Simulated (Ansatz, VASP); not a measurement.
**Be2CdO3 in VASP and in Ansatz**

The input INCAR:

```
SYSTEM = Be2CdO3
ALGO = Normal
EDIFF = 1E-7
EDIFFG = -0.08
ENCUT = 700
GGA = PE
GGA_COMPAT = .FALSE.
IBRION = 2
ISIF = 3
ISMEAR = 0
LASPH = .TRUE.
LCHARG = .FALSE.
LREAL = .FALSE.
LWAVE = .FALSE.
NELM = 120
NELMIN = 4
NSW = 36
PREC = Accurate
SIGMA = 0.15
```

File KPOINTS:

```
k-points
0
G
  5 5 2
  0 0 0
```

File POSCAR:

```
Be2CdO3
1.0
    2.9500000000      0.0000000000      0.0000000000
   -1.4750000000      2.5547749400      0.0000000000
    0.0000000000      0.0000000000      8.2800000000
Be Cd O
2 1 3
Direct
    0.6666666700      0.3333333300      0.6500000000
    0.3333333300      0.6666666700      0.3550000000
    0.0000000000      0.0000000000      0.0000000000
    0.6666666700      0.3333333300      0.8500000000
    0.3333333300      0.6666666700      0.5600000000
    0.0000000000      0.0000000000      0.2600000000
```

Input for Ansatz:

```yaml
crystal:
  lattice:
    - [2.95, 0.0, 0.0]
    - [-1.475, 2.55477494, 0.0]
    - [0.0, 0.0, 8.28]
  atoms:
    - { symbol: Be, position: [0.66666667, 0.33333333, 0.65] }
    - { symbol: Be, position: [0.33333333, 0.66666667, 0.355] }
    - { symbol: Cd, position: [0.0, 0.0, 0.0] }
    - { symbol: O, position: [0.66666667, 0.33333333, 0.85] }
    - { symbol: O, position: [0.33333333, 0.66666667, 0.56] }
    - { symbol: O, position: [0.0, 0.0, 0.26] }
basis:
  ecutwfc: 420
kpoints:
  mp_grid: { grid: [5, 5, 2] }
hamiltonian:
  xc: pbe
scf:
  occupations: { method: gaussian, width: 0.15 }
  lower_state_search: "off"
output:
  forces: true
  stress: true
  eigenvalues: true
relax:
  adjacent_minimum: "off"
  f_tol: 0.08
  max_steps: 16
  cell: { stress_tol: 0.8 }
```

Alike in both runs: task relaxation of cell and atoms; functional PBE; k mesh 5 × 5 × 2; occupations gaussian, width 0.15 eV; no spin polarisation.

|  | VASP | Ansatz |
| --- | --- | --- |
| version | VASP 6.6.1 | Ansatz 0.2.0 |
| potentials or method | VASP PAW PBE potentials, release 64 (Be, Cd_sv_GW, O), cutoff 700 eV | scalar-relativistic, plane waves, PAW |
| valence electrons in the cell | 42 | 42 |

Ansatz gave:

* gap on the k mesh at the Fermi level, each at its own relaxed structure (eV): 0.77
* relaxed volume (Å³/atom): 9.70
* relaxed length of the cell vector where the two differ most in proportion (Å): 7.765

Task: Which values does VASP return?

Result: gap on the k mesh at the Fermi level, each at its own relaxed structure (eV): 0.77; relaxed volume (Å³/atom): 9.70; relaxed length of the cell vector where the two differ most in proportion (Å): 7.758.

The k mesh is coarse, so the values compare programs but aren't converged.
